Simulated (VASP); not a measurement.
A run of VASP 6.6.1 is set up as follows.

File INCAR:

```
ALGO     = Normal         # electronic algorithm
EDIFF    = 1E-6           # SCF threshold, eV
ENCUT    = 520            # plane-wave cutoff, eV
GGA      = PS             # functional
ISIF     = 2              # what is computed and relaxed
ISMEAR   = -1             # smearing method
LASPH    = True           # aspherical terms in the spheres
LCHARG   = False          # write CHGCAR
LREAL    = False          # projectors in reciprocal space
LWAVE    = False          # write WAVECAR
NBANDS   = 16             # bands
NELM     = 60             # most SCF steps
PREC     = Accurate       # precision mode
SIGMA    = 0.01           # smearing width, eV
```

File KPOINTS:

```
k-points
0
Gamma
  9 9 9
```

File POSCAR:

```
AgCl
1.0
    0.0000000000      2.8008815000      2.7731500000
    2.8008815000      0.0000000000      2.7731500000
    2.8008815000      2.8008815000      0.0000000000
Ag Cl
1 1
Direct
    0.5000000000      0.5000000000      0.5000000000
    0.0000000000      0.0000000000      0.0000000000
```

Potentials or basis: VASP PAW PBE potentials, release 64 (Ag, Cl).

Launch:

```bash
$ cat potpaw_PBE.64/Ag/POTCAR potpaw_PBE.64/Cl/POTCAR > POTCAR
$ mpirun -np 1 vasp_std > vasp.out
```

Task: Estimate the pressure.

Result: -3.5 GPa.

Task: What does it give for the band gap on the k mesh?

Result: 0.75 eV, indirect (least direct gap 2.94 eV).

Stress tensor (GPa, compression positive):
```
-3.54  0.00  0.00
 0.00 -3.54  0.00
 0.00  0.00 -3.46
```

Caveat: the cell differs from its parent crystal (equal xx and yy strain of +1 %); the PAW data sets were made with another functional, which shifts forces and pressure a little. A k mesh can miss the band edges.
